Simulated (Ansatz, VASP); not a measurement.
## SrO: VASP beside Ansatz

POSCAR

```
SrO
1.0
    0.0000000000      2.5698000000      2.5698000000
    2.5698000000      0.0000000000      2.5698000000
    2.5698000000      2.5698000000      0.0000000000
Sr O
1 1
Direct
    0.0000000000      0.0000000000      0.0000000000
    0.4793629821      0.5000000000      0.5000000000
```

The input INCAR.step1:

```
SYSTEM = SrO
PREC = Accurate ; ENCUT = 520
ISMEAR = 0 ; SIGMA = 0.05
LREAL = .FALSE. ; LASPH = .TRUE.
NELM = 80 ; NBANDS = 15
GGA = PE ; ALGO = Normal
EDIFF = 1E-4 ; LWAVE = .TRUE.
LCHARG = .FALSE.
```

File INCAR.step2:

```
SYSTEM = SrO
PREC = Accurate ; ENCUT = 520
EDIFF = 1E-6 ; ISMEAR = 0
SIGMA = 0.05 ; LREAL = .FALSE.
LASPH = .TRUE. ; NELM = 80
ALGO = Normal ; ISIF = 2
LWAVE = .FALSE. ; LCHARG = .FALSE.
METAGGA = R2SCAN ; LMIXTAU = .TRUE.
NBANDS = 15 ; ISTART = 1
```

The input KPOINTS:

```
regular mesh
0
G
  8 8 8
  0 0 0
```

Input for Ansatz:

```yaml
crystal:
  lattice:
    - [0.0, 2.5698, 2.5698]
    - [2.5698, 0.0, 2.5698]
    - [2.5698, 2.5698, 0.0]
  atoms:
    - { symbol: Sr, position: [0.0, 0.0, 0.0] }
    - { symbol: O, position: [0.4793629821, 0.5, 0.5] }
basis:
  ecutwfc: 500
kpoints:
  mp_grid: { grid: [8, 8, 8] }
hamiltonian:
  xc: r2scan
scf:
  occupations: { method: gaussian, width: 0.05 }
output:
  forces: true
  stress: true
  eigenvalues: true
```

Change from the starting cell: all O atoms moved +0.075 Å, as atom 2 towards its neighbour atom 2 (O) at 3.634 Å.

Alike in both runs: task single point; functional r2SCAN; k mesh 8 × 8 × 8; occupations gaussian, width 0.05 eV; no spin polarisation.

```csv
,VASP,Ansatz
version,VASP 6.6.1,Ansatz 0.2.0
potentials or method,"VASP PAW PBE potentials, release 64 (Sr_sv, O), cutoff 520 eV","scalar-relativistic, plane waves, PAW"
valence electrons in the cell,16,16
```

Ansatz gave:

- gap on the k mesh at the Fermi level (eV): 3.83
- least direct gap on the mesh (eV): 3.89
- pressure (GPa): 1.3
- traceless stress, the component that is largest in VASP (GPa): -0.22
- rms of the force components (eV/Å): 0.107

Problem. What did VASP give for the same quantities?

Solution. gap on the k mesh at the Fermi level (eV): 3.78; least direct gap on the mesh (eV): 3.85; pressure (GPa): 1.8; traceless stress, the component that is largest in VASP (GPa): -0.23; rms of the force components (eV/Å): 0.113.

VASP's potentials were made for PBE, not for r2SCAN. Atom by atom the forces differ by 0.007 eV/Å (rms over components).
